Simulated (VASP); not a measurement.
Crystal: NdZrS2.

```xyz
4
Lattice="1.9526 1.1273 6.2093 -1.9526 1.1273 6.2093 0.0000 -2.2546 6.2093" Properties=species:S:1:pos:R:3 pbc="T T T"
Nd    0.0000    0.0000    9.3139
Zr    0.0000    0.0000    0.0000
S     0.0000    0.0000   13.8167
S     0.0000    0.0000    4.8112
```

The cell was built from a structure type or drawn by symmetry, and may not be a known phase.

- Program: VASP 6.6.1
- Task: relaxation of cell and atoms
- Functional: PBE
- Potentials or basis: VASP PAW PBE potentials, release 64 (Nd_3, Zr_sv, S), 4f in core
- Cutoff: 500 eV
- k mesh: 6 × 6 × 6
- Occupations: gaussian, width 0.1 eV
- Spin: no spin polarisation

At the start: pressure 0.4 GPa; volume 20.50 Å³/atom.

How do energy, volume and symmetry change on relaxing?

Over 10 steps the energy falls by 4.3 meV/atom and the volume is 20.56 Å³/atom (+0.3 %); space group R-3m (No. 166, to 0.1 Å) before and after.

Step by step:
```
step  energy change (eV)  largest force (eV/Å)  pressure (GPa)  volume (Å³)
   1              0.0000                0.0933            0.44        82.01
   2             -0.0051                0.0559           -0.44        82.68
   3             -0.0058                0.0335           -1.00        83.12
   4             -0.0086                0.0143           -0.91        83.03
   5             -0.0148                0.0415           -0.58        82.76
   6             -0.0126                0.1587            0.21        82.18
   7             -0.0164                0.0859           -0.30        82.55
   8             -0.0170                0.0630           -0.05        82.34
   9             -0.0171                0.0477            0.13        82.20
  10             -0.0173                0.0255            0.05        82.26
```

Final structure:
```
CELL_PARAMETERS angstrom
1.92253 1.10997 6.42434
-1.92253 1.10997 6.42434
0.00000 -2.21995 6.42434
ATOMIC_POSITIONS crystal
Nd 0.50000 0.50000 0.50000
Zr 0.00000 0.00000 0.00000
S 0.74088 0.74088 0.74088
S 0.25912 0.25912 0.25912
```

Caveat: the run has no spin polarisation, though such a crystal can be magnetic.
